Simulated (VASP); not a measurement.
**FeBr: single point with PBE**

Crystal: FeBr.

```xyz
2
Lattice="3.3887 0.0000 0.0000 -1.6943 2.9347 0.0000 0.0000 0.0000 3.7707" Properties=species:S:1:pos:R:3 pbc="T T T"
Fe    0.0000    0.0000    0.0000
Br    1.6943    0.9782    1.8853
```

- Program: VASP 6.6.1
- Task: single point
- Functional: PBE
- Potentials or basis: VASP PAW PBE potentials, release 64 (Fe, Br)
- Cutoff: 520 eV
- k mesh: 18 × 18 × 16
- Occupations: gaussian, width 0.1 eV
- Spin: collinear spin, ferromagnetic start
- Starting moments: [3.23, 0.12] μB
- Dipole correction: no
- Further INCAR settings: ALGO = Normal; EDIFF = 1e-06; NBANDS = 18

The pressure is 0.0 GPa and the band gap on the k mesh is zero (filled and empty bands overlap). The net moment is 3.02 μB per cell, the site moments are Fe +2.94; Br +0.10 μB and the valence electrons inside the program's atomic spheres are Fe 6.72; Br 4.88.

Stress tensor (GPa, compression positive):
```
 0.09  0.00  0.00
 0.00  0.09  0.00
 0.00  0.00 -0.05
```

Levels at points of the mesh, in eV from the Fermi level:
Spin up:
| k point | band 6 | band 7 | band 8 | band 9 | band 10 | band 11 | band 12 | band 13 |
| --- | --- | --- | --- | --- | --- | --- | --- | --- |
| (0.00, 0.00, 0.00) | -2.85 | -2.85 | -1.58 | -1.58 | -0.85 | 5.74 | 7.51 | 7.51 |
| (0.50, 0.00, 0.00) | -2.98 | -2.16 | -1.84 | -1.47 | 1.60 | 4.44 | 5.48 | 6.34 |
| (0.00, 0.00, 0.50) | -2.86 | -2.33 | -1.69 | -1.69 | 4.12 | 4.54 | 9.63 | 9.63 |
| (0.50, 0.00, 0.50) | -2.51 | -2.23 | -2.02 | -1.27 | -0.03 | 4.41 | 6.04 | 6.62 |
Spin down:
| k point | band 2 | band 3 | band 4 | band 5 | band 6 | band 7 | band 8 | band 9 | band 10 | band 11 |
| --- | --- | --- | --- | --- | --- | --- | --- | --- | --- | --- |
| (0.00, 0.00, 0.00) | -5.32 | -3.30 | -3.30 | -2.44 | 0.08 | 0.40 | 0.40 | 0.56 | 0.56 | 6.03 |
| (0.50, 0.00, 0.00) | -7.88 | -4.85 | -4.02 | -1.45 | 0.31 | 0.33 | 0.54 | 1.18 | 1.85 | 4.84 |
| (0.00, 0.00, 0.50) | -8.44 | -2.99 | -2.99 | -0.55 | -0.42 | -0.42 | 0.85 | 0.85 | 4.30 | 4.81 |
| (0.50, 0.00, 0.50) | -7.15 | -6.68 | -4.23 | -1.46 | -0.14 | 0.50 | 0.71 | 1.43 | 1.60 | 4.70 |

Wall time 4.4 min on 1 thread of Intel(R) Xeon(R) Platinum 8488C (Sapphire Rapids), with other jobs on the host, peak memory 0.45 GiB.

Caveat: semilocal functionals often make such compounds metallic where correlation or magnetic order opens a gap, which also shifts bond lengths.
